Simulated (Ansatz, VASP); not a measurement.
# Two plane-wave programs on ZrF2

Contents of INCAR:

```
ALGO     = Normal         # electronic algorithm
EDIFF    = 1E-6           # SCF threshold, eV
ENCUT    = 520            # plane-wave cutoff, eV
GGA      = PE             # functional
ISIF     = 2              # what is computed and relaxed
ISMEAR   = 0              # smearing method
ISPIN    = 2              # spin polarisation
LASPH    = True           # aspherical terms in the spheres
LCHARG   = False          # write CHGCAR
LMAXMIX  = 4              # l up to which the mixer works
LORBIT   = 11             # projections on sites
LREAL    = False          # projectors in reciprocal space
LWAVE    = False          # write WAVECAR
MAGMOM   = 1 1 0 0 0 0    # initial moments
NBANDS   = 39             # bands
NELM     = 150            # most SCF steps
PREC     = Accurate       # precision mode
SIGMA    = 0.1            # smearing width, eV
```

Contents of KPOINTS:

```
k-points
0
Gamma
  6 6 6
```

The input POSCAR:

```
ZrF2
1.0
   -2.0043951425      2.0043951425      4.8401774040
    2.0043951425     -2.0043951425      4.8401774040
    2.0043951425      2.0043951425     -4.8401774040
Zr F
2 4
Direct
    0.2500000000      0.7500000000      0.5000000000
    0.5000000000      0.5000000000      0.0000000000
    0.3750000000      0.1250000000      0.2500000000
    0.8750000000      0.1250000000      0.7500000000
    0.8750000000      0.1250000000      0.2500000000
    0.8750000000      0.6250000000      0.7500000000
```

Input for Ansatz:

```yaml
crystal:
  lattice:
    - [-2.0043951425, 2.0043951425, 4.840177404]
    - [2.0043951425, -2.0043951425, 4.840177404]
    - [2.0043951425, 2.0043951425, -4.840177404]
  atoms:
    - { symbol: Zr, position: [0.25, 0.75, 0.5], spin: 1.0 }
    - { symbol: Zr, position: [0.5, 0.5, 0.0], spin: 1.0 }
    - { symbol: F, position: [0.375, 0.125, 0.25] }
    - { symbol: F, position: [0.875, 0.125, 0.75] }
    - { symbol: F, position: [0.875, 0.125, 0.25] }
    - { symbol: F, position: [0.875, 0.625, 0.75] }
basis:
  ecutwfc: 420
kpoints:
  mp_grid: { grid: [6, 6, 6] }
hamiltonian:
  xc: pbe
scf:
  occupations: { method: gaussian, width: 0.1 }
  lower_state_search: "off"
output:
  forces: true
  stress: true
  eigenvalues: true
  populations: true
magnetization:
  spin_polarized: true
```

Alike in both runs: task single point; functional PBE; k mesh 6 × 6 × 6; occupations gaussian, width 0.1 eV; collinear spin.

|  | VASP | Ansatz |
| --- | --- | --- |
| version | VASP 6.6.1 | Ansatz 0.2.0 |
| potentials or method | VASP PAW PBE potentials, release 64 (Zr_sv, F), cutoff 520 eV | scalar-relativistic, plane waves, PAW |
| valence electrons in the cell | 52 | 52 |

|  | VASP | Ansatz | Ansatz less VASP |
| --- | --- | --- | --- |
| gap on the k mesh at the Fermi level (eV) | none | none | - |
| pressure (GPa) | -0.1 | 0.1 | +0.19 |
| traceless stress, the component that is largest in VASP (GPa) | 0.05 | 0.10 | +0.048 |
| net moment per atom (μB) | 0.00 | 0.00 | 0.000 |

A gap of «none» marks a metal or a gap that the smearing closes. The functional is the same, so the differences come from potentials, cutoffs and numerics. Ansatz's warnings: seeded moment not kept.

The k mesh is coarse, so the values compare programs but aren't converged.
